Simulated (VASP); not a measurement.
Here is a VASP 6.6.1 calculation.

Contents of INCAR:

```
  PREC = Accurate
  ENCUT = 520
  EDIFF = 1E-6
  ISMEAR = 0
  SIGMA = 0.01
  LREAL = F
  LASPH = T
  NELM = 150
  ALGO = Normal
  ISIF = 2
  LWAVE = F
  LCHARG = F
  LNONCOLLINEAR = T
  MAGMOM = 0 0 0 0 0 0 0 0 0 0 0 0
  LORBIT = 11
  LSORBIT = T
  GGA_COMPAT = F
  LORBMOM = T
  GGA = PE
  NBANDS = 46
```

The input KPOINTS:

```
Automatic mesh
0
Gamma
  6 6 4
```

File POSCAR:

```
KI
1.0
    6.0394507398      0.0000000000      0.0000000000
   -3.0197253699      5.2303177656      0.0000000000
    0.0000000000      0.0000000000      7.0391244287
K I
2 2
Direct
    0.3333333333      0.6666666667     -0.0625000000
    0.6666666667      0.3333333333      0.4375000000
    0.3333333333      0.6666666667      0.4375000000
    0.6666666667      0.3333333333      0.9375000000
```

Potentials or basis: VASP PAW PBE potentials, release 64 (K_sv, I).

Command:

```sh
$ cat potpaw_PBE.64/K_sv/POTCAR potpaw_PBE.64/I/POTCAR > POTCAR
$ mpirun -np 1 vasp_ncl > vasp.out
```

Estimate the pressure.

0.3 GPa.

Predict the net moment.

0.00 μB per cell.

Stress tensor (GPa, compression positive):
```
0.25 0.00 0.00
0.00 0.25 0.00
0.00 0.00 0.35
```

Caveat: the structure was generated, so it needn't be the stable form of KI.
